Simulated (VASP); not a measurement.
# TiC (I4/mmm) in VASP: further runs, part 2 of 2

VASP 6.6.1. The steps go on from the part before.

### 4 Single point, PBEsol (strain -0.015 along x and y, +0.030 along z)

Input file INCAR:

```
ALGO = Normal
EDIFF = 1E-6
ENCUT = 520
GGA = PS
ISIF = 2
ISMEAR = 0
LASPH = True
LCHARG = False
LREAL = False
LWAVE = False
NBANDS = 15
NELM = 60
PREC = Accurate
SIGMA = 0.15
```

Input file KPOINTS:

```
k-points
0
Gamma
  18 18 18
```

Input file POSCAR:

```
TiC
1.0
    0.0000000000      2.1315400000      2.2289200000
    2.1315400000      0.0000000000      2.2289200000
    2.1315400000      2.1315400000      0.0000000000
Ti C
1 1
Direct
    0.0000000000      0.0000000000      0.0000000000
    0.5000000000      0.5000000000      0.5000000000
```

The run is started by

```sh
$ cat potpaw_PBE.64/Ti_sv/POTCAR potpaw_PBE.64/C/POTCAR > POTCAR
$ mpirun -np 1 vasp_std > vasp.out
```

Wall time 2.6 min (1 thread of Intel Xeon 8259CL, shared host); peak memory 0.26 GiB.

The run converged. Its results:

| Property | Result |
| --- | --- |
| Free energy | -19.7647 eV |
| Pressure | -4.8 GPa |
| Band gap on the k mesh | zero (bands 8 and 9 overlap by 1.33 eV) |

Stress tensor (GPa, compression positive):
```
  0.63   0.00   0.00
  0.00   0.63   0.00
  0.00   0.00 -15.61
```

Levels at points of the mesh, in eV from the Fermi level:
```
           k point  band 4  band 5  band 6  band 7  band 8  band 9  band 10  band 11  band 12  band 13
(0.00, 0.00, 0.00)  -32.42  -12.39    0.45    0.78    0.78    1.52     1.59     1.76     1.76     1.90
(0.50, 0.00, 0.00)  -32.45   -8.84   -5.89   -2.97   -2.88    2.84     3.03     4.15     7.90     8.13
(0.50, 0.50, 0.00)  -32.57  -10.14   -3.75   -1.63    0.20    0.20     2.74     3.51     3.51     5.62
(0.50, 0.00, 0.50)  -32.63  -10.05   -3.28   -1.70   -0.13   -0.12     2.73     3.39     3.70     6.06
```

Caveat: the cell differs from its parent crystal (strain -0.015 along x and y, +0.030 along z); the stress differs along the axes, from -16 to 1 GPa; the PAW data sets were made with another functional, which shifts forces and pressure a little.

### 5 Single point, PBEsol (strain +0.000 along x and y, +0.015 along z)

Input file INCAR:

```
SYSTEM = TiC
  ALGO = Normal
  EDIFF = 1E-6
  ENCUT = 520
  GGA = PS
  ISIF = 2
  ISMEAR = 0
  LASPH = .True.
  LCHARG = .False.
  LREAL = .False.
  LWAVE = .False.
  NBANDS = 15
  NELM = 60
  PREC = Accurate
  SIGMA = 0.15
```

Input file KPOINTS:

```
k-points
0
Gamma
  18 18 18
  0 0 0
```

Input file POSCAR:

```
TiC
1.0
    0.0000000000      2.1640000000      2.1964600000
    2.1640000000      0.0000000000      2.1964600000
    2.1640000000      2.1640000000      0.0000000000
Ti C
1 1
Direct
    0.0000000000      0.0000000000      0.0000000000
    0.5000000000      0.5000000000      0.5000000000
```

Potentials or basis: VASP PAW PBE potentials, release 64 (Ti_sv, C).

The run is started by

```sh
$ cat potpaw_PBE.64/Ti_sv/POTCAR potpaw_PBE.64/C/POTCAR > POTCAR
$ mpirun -np 1 vasp_std > vasp.out
```

OUTCAR:

```text
SYSTEM = TiC
   EDIFF = 1E-6
   ENCUT = 520
   GGA = PS
   ISIF = 2
   ISMEAR = 0
   LASPH = .True.
   LREAL = .False.
   NELM = 60
   PREC = Accurate

 ion  position               nearest neighbor table
   1  0.000  0.000  0.000-   2 2.16   2 2.16   2 2.16   2 2.16   2 2.20   2 2.20
   2  0.500  0.500  0.500-   1 2.16   1 2.16   1 2.16   1 2.16   1 2.20   1 2.20

  LATTYP: Found a body centered tetragonal cell.
 ALAT       =     3.0603581490
 C/A-ratio  =     1.4354267658

  Lattice vectors:

 A1 = (  -2.1640000000,   0.0000000000,   2.1964600000)
 A2 = (   2.1640000000,   0.0000000000,   2.1964600000)
 A3 = (   0.0000000000,   2.1640000000,  -2.1964600000)

Analysis of symmetry for initial positions (statically):
=====================================================================
 Subroutine PRICEL returns:
 Original cell was already a primitive cell.

 Routine SETGRP: Setting up the symmetry group for a
 body centered tetragonal supercell.

 Subroutine GETGRP returns: Found 16 space group operations
 (whereof 16 operations were pure point group operations)
 out of a pool of 16 trial point group operations.

The static configuration has the point symmetry D_4h.

[... 175 lines left out ...]
      7       9.8514      0.00000
      8       9.8514      0.00000
      9      10.7942      0.00000
     10      10.8082      0.00000
     11      10.8611      0.00000
     12      10.8611      0.00000
     13      10.9101      0.00000
     14      19.4534      0.00000
[... 401 lines left out ...]
      2     -23.5773      2.00000
      3     -23.3939      2.00000
      4     -23.3493      2.00000
      5      -1.8851      2.00000
      6       6.5222      2.00000
      7       7.4324      2.00000
      8       7.6114      2.00000
      9      10.6573      0.00000
     10      11.0417      0.00000
     11      12.0375      0.00000
     12      14.1887      0.00000
     13      15.3953      0.00000
     14      20.2875      0.00000
     15      23.1825      0.00000

 [... further k-points ...]

------------------------ aborting loop because EDIFF is reached ----------------------------------------

  FORCE on cell =-STRESS in cart. coord.  units (eV):
  Direction    XX          YY          ZZ          XY          YZ          ZX
  --------------------------------------------------------------------------------------
  -------------------------------------------------------------------------------------
  Total       -0.9701566     -0.9701566     -1.6437038      0.0000000     -0.0000000      0.0000000
  in kB      -75.5587275    -75.5587275   -128.0166103      0.0000000     -0.0000000      0.0000000
  external PRESSURE =     -93.0446884 kB  Pullay stress =       0.0000000 kB

 VOLUME and BASIS-vectors are now :
 -----------------------------------------------------------------------------
  energy-cutoff  :      520.00
  volume of cell :       20.57
      direct lattice vectors                 reciprocal lattice vectors
     0.000000000  2.164000000  2.196460000    -0.231053604  0.231053604  0.227639019
     2.164000000  0.000000000  2.196460000     0.231053604 -0.231053604  0.227639019
     2.164000000  2.164000000  0.000000000     0.231053604  0.231053604 -0.227639019

 POSITION                                       TOTAL-FORCE (eV/Angst)
 -----------------------------------------------------------------------------------
      0.00000      0.00000      0.00000        -0.000000     -0.000000      0.000000
      2.16400      2.16400      2.19646         0.000000      0.000000     -0.000000
 -----------------------------------------------------------------------------------
    total drift:                                0.000000     -0.000000     -0.000000

  FREE ENERGIE OF THE ION-ELECTRON SYSTEM (eV)
  ---------------------------------------------------
  free  energy   TOTEN  =       -19.7776512381 eV

  energy  without entropy=      -19.7741251734  energy(sigma->0) =      -19.77588821
```

stdout:

```text
POSCAR found type information on POSCAR TiC
 POSCAR found :  2 types and       2 ions
 scaLAPACK will be used
 -----------------------------------------------------------------------------
|                                                                             |
|                                                                             |
|     You enforced a specific xc type in the INCAR file but a different       |
|     I HOPE YOU KNOW WHAT YOU ARE DOING!                                     |
|                                                                             |
 -----------------------------------------------------------------------------

 LDA part: xc-table for (Slater+PW92), standard interpolation
 POSCAR, INCAR and KPOINTS ok, starting setup
 FFT: planning ... GRIDC
 FFT: planning ... GRID_SOFT
 FFT: planning ... GRID
 WAVECAR not read
 entering main loop
```

Run time: 2.8 min. Hardware: 1 thread of Intel Xeon 8259CL, shared host; peak memory 0.27 GiB.

Results:

```yaml
Free_energy: -19.7777 eV
Pressure: -9.3 GPa
Band_gap_on_the_k_mesh: zero (bands 8 and 9 overlap by 1.15 eV)
```

Stress tensor (GPa, compression positive):
```
 -7.56   0.00   0.00
  0.00  -7.56   0.00
  0.00   0.00 -12.80
```

Levels at points of the mesh, in eV from the Fermi level:
| k point | band 4 | band 5 | band 6 | band 7 | band 8 | band 9 | band 10 | band 11 | band 12 | band 13 |
| --- | --- | --- | --- | --- | --- | --- | --- | --- | --- | --- |
| (0.00, 0.00, 0.00) | -32.49 | -12.31 | 0.59 | 0.70 | 0.70 | 1.64 | 1.65 | 1.71 | 1.71 | 1.76 |
| (0.50, 0.00, 0.00) | -32.53 | -8.84 | -5.82 | -2.87 | -2.84 | 2.84 | 2.90 | 4.04 | 7.98 | 8.08 |
| (0.50, 0.50, 0.00) | -32.65 | -10.03 | -3.53 | -1.62 | 0.04 | 0.04 | 2.69 | 3.45 | 3.45 | 5.65 |
| (0.50, 0.00, 0.50) | -32.67 | -10.00 | -3.38 | -1.64 | -0.07 | -0.07 | 2.69 | 3.42 | 3.51 | 5.79 |

Caveat: the cell differs from its parent crystal (strain +0.000 along x and y, +0.015 along z); the stress differs along the axes, from -13 to -8 GPa; the PAW data sets were made with another functional, which shifts forces and pressure a little.

### 6 Single point, PBEsol (strain +0.015 along x and y, -0.015 along z)

Input file INCAR:

```
SYSTEM = TiC
  PREC = Accurate
  ENCUT = 520
  EDIFF = 1E-6
  ISMEAR = 0
  SIGMA = 0.15
  LREAL = .False.
  LASPH = .True.
  NELM = 60
  ALGO = Normal
  ISIF = 2
  LWAVE = .False.
  LCHARG = .False.
  GGA = PS
  NBANDS = 15
```

Input file KPOINTS:

```
Automatic mesh
0
Gamma
  18 18 18
  0 0 0
```

Input file POSCAR:

```
TiC
1.0
    0.0000000000      2.1964600000      2.1315400000
    2.1964600000      0.0000000000      2.1315400000
    2.1964600000      2.1964600000      0.0000000000
Ti C
1 1
Direct
    0.0000000000      0.0000000000      0.0000000000
    0.5000000000      0.5000000000      0.5000000000
```

Potentials or basis: VASP PAW PBE potentials, release 64 (Ti_sv, C).

The run is started by

```sh
$ cat potpaw_PBE.64/Ti_sv/POTCAR potpaw_PBE.64/C/POTCAR > POTCAR
$ mpirun -np 1 vasp_std > vasp.out
```

It took 3.3 min on 1 thread of Intel Xeon 8259CL, shared host; peak memory 0.26 GiB.

It converged, with:

| Property | Result |
| --- | --- |
| Free energy | -19.7669 eV |
| Pressure | -8.9 GPa |
| Band gap on the k mesh | zero (bands 8 and 9 overlap by 1.41 eV) |

Stress tensor (GPa, compression positive):
```
-12.76   0.00   0.00
  0.00 -12.76   0.00
  0.00   0.00  -1.29
```

Levels at points of the mesh, in eV from the Fermi level:
| k point | band 4 | band 5 | band 6 | band 7 | band 8 | band 9 | band 10 | band 11 | band 12 | band 13 |
| --- | --- | --- | --- | --- | --- | --- | --- | --- | --- | --- |
| (0.00, 0.00, 0.00) | -32.47 | -12.31 | 0.59 | 0.59 | 0.81 | 1.59 | 1.65 | 1.65 | 1.76 | 1.79 |
| (0.50, 0.00, 0.00) | -32.52 | -8.84 | -5.82 | -2.89 | -2.84 | 2.80 | 2.94 | 4.05 | 7.88 | 8.07 |
| (0.50, 0.50, 0.00) | -32.69 | -9.98 | -3.21 | -1.67 | -0.18 | -0.18 | 2.70 | 3.48 | 3.48 | 5.94 |
| (0.50, 0.00, 0.50) | -32.64 | -10.04 | -3.54 | -1.61 | 0.04 | 0.06 | 2.68 | 3.37 | 3.54 | 5.66 |

Caveat: the cell differs from its parent crystal (strain +0.015 along x and y, -0.015 along z); the stress differs along the axes, from -13 to -1 GPa; the PAW data sets were made with another functional, which shifts forces and pressure a little.

### 7 Overview

```csv
cell,gap on the mesh (eV),pressure (GPa)
"a = 3.037, b = 3.037, c = 3.060 Å, angles 59.8, 59.8, 60.5°, 2 atoms",none,-2.0
"a = 3.061, b = 3.061, c = 3.014 Å, angles 60.5, 60.5, 59.0°, 2 atoms",none,-1.6
"a = 3.084, b = 3.084, c = 3.014 Å, angles 60.7, 60.7, 58.5°, 2 atoms",none,-4.8
"a = 3.083, b = 3.083, c = 3.060 Å, angles 60.2, 60.2, 59.5°, 2 atoms",none,-9.3
"a = 3.061, b = 3.061, c = 3.106 Å, angles 59.5, 59.5, 61.0°, 2 atoms",none,-8.9
```

Alike in all rows: task single point; level PBEsol; potentials or basis VASP PAW PBE potentials, release 64 (Ti_sv, C); no spin polarisation; k mesh 18 × 18 × 18; cutoff (eV) 520; smearing gaussian 0.15 eV.

Caveats: the PAW data sets were made with another functional, which shifts forces and pressure a little; the stress differs along the axes, from -4 to 2 GPa (at least some runs); the stress differs along the axes, from -10 to 2 GPa (at least some runs); the stress differs along the axes, from -16 to 1 GPa (at least some runs); the stress differs along the axes, from -13 to -8 GPa (at least some runs); the stress differs along the axes, from -13 to -1 GPa (at least some runs).

Absolute energies hang on the potentials; compare differences alone.
